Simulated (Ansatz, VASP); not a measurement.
**LaVSe2O in VASP and in Ansatz**

INCAR

```
SYSTEM = LaVSe2O
PREC = Accurate ; ENCUT = 520
EDIFF = 1E-6 ; ISMEAR = -1
SIGMA = 0.1 ; LREAL = .FALSE.
LASPH = .TRUE. ; NELM = 100
ALGO = Normal ; ISIF = 2
LWAVE = .FALSE. ; LCHARG = .FALSE.
GGA = PE ; NBANDS = 53
```

File KPOINTS:

```
regular mesh
0
G
  5 5 2
  0 0 0
```

File POSCAR:

```
LaVSe2O
1.0
    0.0000000000      3.9342100000      0.0000000000
    5.9290570000     -1.9671050000      0.0000000000
    0.0285820000      0.0000000000     -8.5415690000
La Se V O
2 4 2 2
Direct
    0.2303200000      0.4606400000      0.8020700000
    0.7696800000      0.5393600000      0.1979300000
    0.9530700000      0.9061400000      0.8005600000
    0.0469300000      0.0938600000      0.1994400000
    0.6406800000      0.2813600000      0.5351700000
    0.3593200000      0.7186400000      0.4648300000
    0.5000000000      0.0000000000      0.0000000000
    0.0000000000      0.0000000000      0.5000000000
    0.6629000000      0.3258000000      0.9418000000
    0.3371000000      0.6742000000      0.0582000000
```

Input for Ansatz:

```yaml
crystal:
  lattice:
    - [0.0, 3.93421, 0.0]
    - [5.929057, -1.967105, 0.0]
    - [0.028582, 0.0, -8.541569]
  atoms:
    - { symbol: La, position: [0.23032, 0.46064, 0.80207] }
    - { symbol: La, position: [0.76968, 0.53936, 0.19793] }
    - { symbol: Se, position: [0.95307, 0.90614, 0.80056] }
    - { symbol: Se, position: [0.04693, 0.09386, 0.19944] }
    - { symbol: Se, position: [0.64068, 0.28136, 0.53517] }
    - { symbol: Se, position: [0.35932, 0.71864, 0.46483] }
    - { symbol: V, position: [0.5, 0.0, 0.0] }
    - { symbol: V, position: [0.0, 0.0, 0.5] }
    - { symbol: O, position: [0.6629, 0.3258, 0.9418] }
    - { symbol: O, position: [0.3371, 0.6742, 0.0582] }
  symmetry: { tolerance: 0.0003 }
kpoints:
  mp_grid: { grid: [5, 5, 2], shift: [0, 0, 0] }
magnetization:
  spin_polarized: false
scf:
  occupations: { method: fermi_dirac }
hamiltonian:
  pseudopotentials: { kind: paw }
  xc: pbe
basis:
  ecutwfc: 420
output:
  forces: true
  stress: true
  eigenvalues: true
  write_density: true
  write_potential: true
  elf: true
  volumetric_format: npy
```

Alike in both runs: task single point; functional PBE; k mesh 5 × 5 × 2; no spin polarisation.

```csv
,VASP,Ansatz
version,VASP 6.6.1,Ansatz 0.2.0
potentials or method,"VASP PAW PBE potentials, release 64 (La, Se, V_sv, O), cutoff 520 eV",PAW plane waves
occupations,"fermi-dirac, width 0.1 eV",fermi-dirac
valence electrons in the cell,84,124
```

Ansatz gave:

* gap on the k mesh at the Fermi level (eV): none
* pressure (GPa): -4.3
* traceless stress, the component that is largest in VASP (GPa): 0.66
* rms of the force components (eV/Å): 0.154

Question: Which values does VASP return?

Answer: gap on the k mesh at the Fermi level (eV): none; pressure (GPa): -4.2; traceless stress, the component that is largest in VASP (GPa): 0.62; rms of the force components (eV/Å): 0.141.

Atom by atom the forces differ by 0.016 eV/Å (rms over components). A gap of «none» marks a metal or a gap that the smearing closes. VASP's potentials hold 84 valence electrons a cell and Ansatz's 124, so a difference there can come from the potentials and not from the codes.

The k mesh is coarse, so the values compare programs but aren't converged. Spin-orbit coupling is off throughout.
